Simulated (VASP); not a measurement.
The system is SnO2.

```
CELL_PARAMETERS angstrom
1.62780 0.93981 4.83239
-1.62780 0.93981 4.83239
0.00000 -1.87962 4.83239
ATOMIC_POSITIONS crystal
Sn 0.50000 0.50000 0.50000
O 0.76283 0.76283 0.76283
O 0.23717 0.23717 0.23717
```

Base run:

```yaml
Program: VASP 6.6.1
Functional: LDA
Potentials_or_basis: VASP PAW LDA potentials, release 64 (Sn_d, O)
Cutoff: 520 eV
k_mesh: 10 × 10 × 10
Occupations: fermi-dirac, width 0.05 eV
Spin: no spin polarisation
```

Its results: band gap on the k mesh 1.65 eV (least direct gap 1.76 eV); pressure -10.8 GPa; largest force 0.806 eV/Å.

Q: The run is repeated on the same cell with these changes: functional from LDA to r2SCAN; potentials or basis from VASP PAW LDA potentials, release 64 (Sn_d, O) to VASP PAW PBE potentials, release 64 (Sn_d, O). What comes out?

A: Band gap on the k mesh 2.29 eV (least direct gap 2.39 eV); pressure -8.9 GPa; largest force 0.755 eV/Å.

Caveats: the cell stands under tension; spin-orbit coupling is left out, which moves the levels of the heavy elements; the PAW data sets were made with another functional, which shifts forces and pressure a little (at least some runs).

A k mesh can miss the band edges.
